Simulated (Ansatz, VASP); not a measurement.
Two plane-wave programs on Te

```xyz
3
Lattice="4.3150 0.0000 0.0000 -2.1575 3.7369 0.0000 0.0000 0.0000 5.9713" Properties=species:S:1:pos:R:3 pbc="T T T"
Te    1.2302    0.0000    1.9904
Te   -0.6151    1.0654    3.9809
Te    1.5424    2.6715    0.0000
```

Alike in both runs: functional PBE; dispersion D3(BJ); k mesh 12 × 12 × 8; occupations gaussian, width 0.1 eV; no spin polarisation.

Ansatz relaxed the structure, and its values are those at the end. VASP's run is a single point on that final structure, the one shown.

|  | VASP | Ansatz |
| --- | --- | --- |
| version | VASP 6.6.1 | Ansatz 0.2.0 |
| potentials or method | VASP PAW PBE potentials, release 64 (Te), cutoff 520 eV | scalar-relativistic, plane waves, PAW |
| valence electrons in the cell | 18 | 48 |

|  | VASP | Ansatz | Ansatz less VASP |
| --- | --- | --- | --- |
| gap on the k mesh at the Fermi level (eV) | none | none | - |
| pressure (GPa) | 0.0 | 0.0 | +0.01 |
| rms of the force components (eV/Å) | 0.003 | 0.001 | -0.0019 |

A gap of «none» marks a metal or a gap that the smearing closes. VASP's potentials hold 18 valence electrons a cell and Ansatz's 48, so a difference there can come from the potentials and not from the codes.

Spin-orbit coupling is off throughout.
